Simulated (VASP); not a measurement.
# RbPbF5 (P4/mmm) in VASP: single point with PBEsol

Aim: the single point of RbPbF5 with PBEsol.

Everything below comes from runs of VASP 6.6.1. Logs are shortened: lines on timing, memory, paths and dates and some standing lists are left out, and cuts for length are marked.

## (1) The cell of the first run

It takes space group P4/mmm (No. 123, tetragonal). Conventional cell: a = 3.765 Å, b = 3.765 Å, c = 7.329 Å, α = 90.00°, β = 90.00°, γ = 90.00°. Within 3.5 Å of Rb (site symmetry 4/mmm) lie 12 F at 2.66 to 3.09 Å. Within 3.0 Å of Pb (site symmetry 4/mmm) lie 8 F at 2.24 Å. F (site symmetry 2mm) has 2 Pb at 2.24 Å and 7 F at 2.44 to 3.09 Å and 2 Rb at 3.09 Å within 3.1 Å. Within 3.5 Å of F (site symmetry 4/mmm) lie 4 Rb at 2.66 Å and 8 F at 3.09 Å.

## (2) Single point, PBEsol

Input file INCAR:

```
SYSTEM = RbPbF5
  ALGO = Normal
  EDIFF = 1E-7
  ENCUT = 520
  GGA = PS
  ISIF = 2
  ISMEAR = -1
  LASPH = .True.
  LCHARG = .True.
  LELF = .True.
  LREAL = .False.
  LVHAR = .True.
  LWAVE = .False.
  NBANDS = 38
  NELM = 100
  PREC = Accurate
  SIGMA = 0.03
```

Input file KPOINTS:

```
k-points
0
Gamma
  6 6 4
  0 0 0
```

Input file POSCAR:

```
RbPbF5
1.0
    3.7646193490      0.0000000000      0.0000000000
    0.0000000000      3.7646193490      0.0000000000
    0.0000000000      0.0000000000      7.3292761304
Rb Pb F
1 1 5
Direct
    0.5000000000      0.5000000000      0.0000000000
    0.0000000000      0.0000000000      0.5000000000
    0.0000000000      0.5000000000      0.3337759864
    0.0000000000      0.5000000000      0.6662240136
    0.5000000000      0.0000000000      0.3337759864
    0.5000000000      0.0000000000      0.6662240136
    0.0000000000      0.0000000000      0.0000000000
```

Potentials or basis: VASP PAW PBE potentials, release 64 (Rb_sv, Pb_d, F).

On the command line:

```bash
> cat potpaw_PBE.64/Rb_sv/POTCAR potpaw_PBE.64/Pb_d/POTCAR potpaw_PBE.64/F/POTCAR > POTCAR
> mpirun -np 1 vasp_std > vasp.out
```

OUTCAR:

```text
SYSTEM = RbPbF5
   EDIFF = 1E-7
   ENCUT = 520
   GGA = PS
   ISIF = 2
   ISMEAR = -1
   LASPH = .True.
   LREAL = .False.
   NELM = 100
   PREC = Accurate

 ion  position               nearest neighbor table
   1  0.500  0.500  0.000-   7 2.66   7 2.66   7 2.66   7 2.66   3 3.09   5 3.09   6 3.09   4 3.09
                             3 3.09   4 3.09   5 3.09   6 3.09   2 4.53   2 4.53   2 4.53   2 4.53
   2  0.000  0.000  0.500-   3 2.24   4 2.24   5 2.24   6 2.24   3 2.24   4 2.24   5 2.24   6 2.24
                             1 4.53   1 4.53   1 4.53   1 4.53   1 4.53   1 4.53   1 4.53   1 4.53
   3  0.000  0.500  0.334-   2 2.24   2 2.24   1 3.09   1 3.09
   4  0.000  0.500  0.666-   2 2.24   2 2.24   1 3.09   1 3.09
   5  0.500  0.000  0.334-   2 2.24   2 2.24   1 3.09   1 3.09
   6  0.500  0.000  0.666-   2 2.24   2 2.24   1 3.09   1 3.09
   7  0.000  0.000  0.000-   1 2.66   1 2.66   1 2.66   1 2.66

  LATTYP: Found a simple tetragonal cell.
 ALAT       =     3.7646193490
 C/A-ratio  =     1.9468837221

  Lattice vectors:

 A1 = (   3.7646193490,   0.0000000000,   0.0000000000)
 A2 = (   0.0000000000,   3.7646193490,   0.0000000000)
 A3 = (   0.0000000000,   0.0000000000,   7.3292761304)

Analysis of symmetry for initial positions (statically):
=====================================================================
 Subroutine PRICEL returns:
 Original cell was already a primitive cell.

 Routine SETGRP: Setting up the symmetry group for a
 simple tetragonal supercell.

 Subroutine GETGRP returns: Found 16 space group operations
 (whereof 16 operations were pure point group operations)
 out of a pool of 16 trial point group operations.

The static configuration has the point symmetry D_4h.

Analysis of symmetry for dynamics (positions and initial velocities):
=====================================================================
 Subroutine PRICEL returns:
 Original cell was already a primitive cell.

 Routine SETGRP: Setting up the symmetry group for a
 simple tetragonal supercell.

 Subroutine GETGRP returns: Found 16 space group operations
 (whereof 16 operations were pure point group operations)
 out of a pool of 16 trial point group operations.

The dynamic configuration has the point symmetry D_4h.

 Subroutine INISYM returns: Found 16 space group operations
 (whereof 16 operations are pure point group operations),
 and found     1 'primitive' translations

----------------------------------------------------------------------------------------

                                     Primitive cell

  volume of cell :     103.8731

  direct lattice vectors                    reciprocal lattice vectors
     3.764619349  0.000000000  0.000000000     0.265631106  0.000000000  0.000000000
     0.000000000  3.764619349  0.000000000     0.000000000  0.265631106  0.000000000
     0.000000000  0.000000000  7.329276130     0.000000000  0.000000000  0.136439122

  length of vectors
     3.764619349  3.764619349  7.329276130     0.265631106  0.265631106  0.136439122

  position of ions in fractional coordinates (direct lattice)
     0.500000000  0.500000000  0.000000000
     0.000000000  0.000000000  0.500000000
     0.000000000  0.500000000  0.333775986
     0.000000000  0.500000000  0.666224014
     0.500000000  0.000000000  0.333775986
     0.500000000  0.000000000  0.666224014
     0.000000000  0.000000000  0.000000000

  ion indices of the primitive-cell ions
   primitive index   ion index
                 1           1
                 2           2
                 3           3
                 4           4
                 5           5
                 6           6
                 7           7

----------------------------------------------------------------------------------------

 KPOINTS: k-points

Automatic generation of k-mesh.
 Grid dimensions read from file:
 generate k-points for:    6    6    4

 Generating k-lattice:

  Cartesian coordinates                     Fractional coordinates (reciprocal lattice)
     0.044271851  0.000000000  0.000000000     0.166666667  0.000000000  0.000000000
     0.000000000  0.044271851  0.000000000     0.000000000  0.166666667  0.000000000
     0.000000000  0.000000000  0.034109780     0.000000000  0.000000000  0.250000000

  Length of vectors
     0.044271851  0.044271851  0.034109780

  Shift w.r.t. Gamma in fractional coordinates (k-lattice)
     0.000000000  0.000000000  0.000000000

 Subroutine IBZKPT returns following result:
 ===========================================

 Found     30 irreducible k-points:

 Following reciprocal coordinates:
            Coordinates               Weight
  0.000000  0.000000  0.000000      1.000000
  0.166667  0.000000  0.000000      4.000000
  0.333333  0.000000  0.000000      4.000000
  0.500000  0.000000  0.000000      2.000000
  0.166667  0.166667  0.000000      4.000000
  0.333333  0.166667  0.000000      8.000000
[... 16 lines left out ...]
  0.333333  0.000000  0.500000      4.000000
  0.500000  0.000000  0.500000      2.000000
 [... further k-points ...]
   k-points           NKPTS =     30   k-points in BZ     NKDIM =     30   number of bands    NBANDS=     38
   number of dos      NEDOS =    301   number of ions     NIONS =      7
   total plane-waves  NPLWV =  43904
   dimension x,y,z NGX =    28 NGY =   28 NGZ =   56
   dimension x,y,z NGXF=    56 NGYF=   56 NGZF=  112
   ions per type =               1   1   5
   NGX,Y,Z   is equivalent  to a cutoff of  12.36, 12.36, 12.70 a.u.
   NGXF,Y,Z  is equivalent  to a cutoff of  24.73, 24.73, 25.40 a.u.
 SYSTEM =  RbPbF5
   PREC   = accura    normal or accurate (medium, high low for compatibility)
   ISTART =      0    job   : 0-new  1-cont  2-samecut
   ICHARG =      2    charge: 1-file 2-atom 10-const
   ISPIN  =      1    spin polarized calculation?
   LNONCOLLINEAR =      F non collinear calculations
   LSORBIT =      F    spin-orbit coupling
   LASPH  =      T    aspherical Exc in radial PAW
   ENCUT  =  520.0 eV  38.22 Ry    6.18 a.u.   7.00  7.00 13.63*2*pi/ulx,y,z
   NELM   =    100;   NELMIN=  2; NELMDL= -5     # of ELM steps
   EDIFF  = 0.1E-06   stopping-criterion for ELM
   LREAL  =      F    real-space projection
   EDIFFG = 0.1E-05   stopping-criterion for IOM
   NSW    =      0    number of steps for IOM
   IBRION =     -1    ionic relax: 0-MD 1-quasi-New 2-CG
   NFREE  =      0    steps in history (QN), initial steepest desc. (CG)
   ISIF   =      2    stress and relaxation
   ISYM   =      2    0-nonsym 1-usesym 2-fastsym
   POTIM  = 0.5000    time-step for ionic-motion
   TEBEG  =    0.0;   TEEND  =   0.0 temperature during run
   PSTRESS=    0.0 pullay stress
   NELECT =      58.0000    total number of electrons
   NUPDOWN=      -1.0000    fix difference up-down
   EMIN   =  10.00;   EMAX   =-10.00  energy-range for DOS
   EFERMI =   0.00;   METHOD = LEGACY
   ISMEAR =    -1;   SIGMA  =   0.03  broadening in eV -4-tet -1-fermi 0-gaus
   EFERMI_NEDOS =   21; number of points for ismear=-14 and -15
   IALGO  =     38    algorithm
   IMIX   =      4    mixing-type and parameters
     AMIX     =   0.40;   BMIX     =  1.00
     AMIX_MAG =   1.60;   BMIX_MAG =  1.00
  volume/ion in A,a.u.               =      14.84       100.14
  Fermi-wavevector in a.u.,A,eV,Ry     =   1.348082  2.547506 24.726221  1.817326
  Thomas-Fermi vector in A             =   2.475780
   LORBIT       =      0    0 simple, 1 ext, 2 COOP (PROOUT), +10 PAW based schemes
   GGA     = PS    functional components
   LHFCALC =     F    Hartree Fock is set to
   AEXX    =    0.0000 exact exchange contribution
   IVDW    =     0    specifies the selected vdW correction
   LEPSILON=     F    determine dielectric tensor
   LRPA    =     F    only Hartree local field effects (RPA)
 non-spin polarized calculation
  energy-cutoff  :      520.00
  volume of cell :      103.87
 maximum number of plane-waves:      2836
 NGX is ok and might be reduce to    28
   NGX = 13   NGY = 13   NGZ = 27

 number of electron      57.9999945 magnetization

 Free energy of the ion-electron system (eV)
  ---------------------------------------------------
  ext. energy  EPLUGINS =         0.00000000
  ---------------------------------------------------
  free energy    TOTEN  =       -29.19675082 eV

  energy without entropy =      -29.18668928  energy(sigma->0) =      -29.19172005

 E-fermi :   0.3259     XC(G=0):  -9.9093

 val. band max:        0.3017671626   @ k =   0.3333   0.3333   0.5000
 cond. band min:       0.3309237261   @ k =   0.1667   0.0000   0.2500
 fundamental gap:      0.0291565635
 Fermi energy:         0.3258783446

 k-point     1 :       0.0000    0.0000    0.0000
  band No.  band energies     occupation
      1     -22.5166      2.00000
      2     -22.0806      2.00000
      3     -21.7331      2.00000
      4     -21.7318      2.00000
      5     -21.0138      2.00000
      6     -18.4923      2.00000
[... 30 lines left out ...]
     37      12.5950      0.00000
     38      12.9212      0.00000

 k-point     2 :       0.1667    0.0000    0.0000
  band No.  band energies     occupation
      1     -22.4410      2.00000
      2     -22.0499      2.00000
      3     -21.7429      2.00000
      4     -21.7131      2.00000
      5     -21.0965      2.00000
      6     -18.5310      2.00000
[... 30 lines left out ...]
     37      12.3734      0.00000
     38      12.8610      0.00000

 k-point     3 :       0.3333    0.0000    0.0000
  band No.  band energies     occupation
      1     -22.2595      2.00000
      2     -22.0098      2.00000
      3     -21.7646      2.00000
      4     -21.6592      2.00000
      5     -21.2695      2.00000
      6     -18.6108      2.00000
[... 30 lines left out ...]
     37      11.8949      0.00000
     38      13.3584      0.00000

 k-point     4 :       0.5000    0.0000    0.0000
  band No.  band energies     occupation
      1     -22.0825      2.00000
      2     -22.0774      2.00000
      3     -21.7714      2.00000
      4     -21.6110      2.00000
      5     -21.3744      2.00000
      6     -18.6525      2.00000
[... 30 lines left out ...]
     37      12.1336      0.00000
     38      13.5420      0.00000
[... 703 lines left out ...]
      4     -21.6502      2.00000
      5     -21.0971      2.00000
      6     -18.5303      2.00000
[... 30 lines left out ...]
     37      11.3463      0.00000
     38      12.0918      0.00000

 k-point    23 :       0.3333    0.0000    0.5000
  band No.  band energies     occupation
      1     -22.1946      2.00000
      2     -22.1002      2.00000
      3     -21.7832      2.00000
      4     -21.6143      2.00000
      5     -21.2705      2.00000
      6     -18.6098      2.00000
[... 30 lines left out ...]
     37      12.4551      0.00000
     38      13.1412      0.00000

 k-point    24 :       0.5000    0.0000    0.5000
  band No.  band energies     occupation
      1     -22.0808      2.00000
      2     -22.0546      2.00000
      3     -21.8278      2.00000
      4     -21.5769      2.00000
      5     -21.3764      2.00000
      6     -18.6509      2.00000
[... 30 lines left out ...]
     37      13.5193      0.00000
     38      13.6194      0.00000

 [... further k-points ...]

------------------------ aborting loop because EDIFF is reached ----------------------------------------

  FORCE on cell =-STRESS in cart. coord.  units (eV):
  Direction    XX          YY          ZZ          XY          YZ          ZX
  --------------------------------------------------------------------------------------
  -------------------------------------------------------------------------------------
  Total        0.0893823      0.0893823     -0.0767200      0.0000000      0.0000000      0.0000000
  in kB        1.3786658      1.3786658     -1.1833577      0.0000000      0.0000000      0.0000000
  external PRESSURE =       0.5246580 kB  Pullay stress =       0.0000000 kB

 VOLUME and BASIS-vectors are now :
 -----------------------------------------------------------------------------
  energy-cutoff  :      520.00
  volume of cell :      103.87
      direct lattice vectors                 reciprocal lattice vectors
     3.764619349  0.000000000  0.000000000     0.265631106  0.000000000  0.000000000
     0.000000000  3.764619349  0.000000000     0.000000000  0.265631106  0.000000000
     0.000000000  0.000000000  7.329276130     0.000000000  0.000000000  0.136439122

 POSITION                                       TOTAL-FORCE (eV/Angst)
 -----------------------------------------------------------------------------------
      1.88231      1.88231      0.00000         0.000000     -0.000000      0.000000
      0.00000      0.00000      3.66464         0.000000     -0.000000      0.000000
      0.00000      1.88231      2.44634         0.000000      0.000000     -0.035107
      0.00000      1.88231      4.88294         0.000000      0.000000      0.035107
      1.88231      0.00000      2.44634         0.000000     -0.000000     -0.035107
      1.88231      0.00000      4.88294        -0.000000     -0.000000      0.035107
      0.00000      0.00000      0.00000         0.000000     -0.000000      0.000000
 -----------------------------------------------------------------------------------
    total drift:                                0.000000      0.000000      0.000000

  FREE ENERGIE OF THE ION-ELECTRON SYSTEM (eV)
  ---------------------------------------------------
  free  energy   TOTEN  =       -29.1967508193 eV

  energy  without entropy=      -29.1866892796  energy(sigma->0) =      -29.19172005
```

Run time: 2.9 min. Hardware: 1 thread of Intel Xeon Platinum 8175M at 2.50GHz (Skylake/Cascade Lake), shared host; peak memory 0.26 GiB.

What came out:

* Free energy: -29.1968 eV
* Pressure: 0.1 GPa
* Largest force: 0.035 eV/Å
* Band gap on the k mesh: zero (bands 29 and 30 overlap by 0.19 eV)

Forces in eV/Å, atoms in the order of the input:
```
Rb   0.000  0.000  0.000
Pb   0.000  0.000  0.000
F    0.000  0.000 -0.035
F    0.000  0.000  0.035
F    0.000  0.000 -0.035
F    0.000  0.000  0.035
F    0.000  0.000  0.000
```

Caveat: the PAW data sets were made with another functional, which shifts forces and pressure a little; spin-orbit coupling is left out, which moves the levels of the heavy elements.
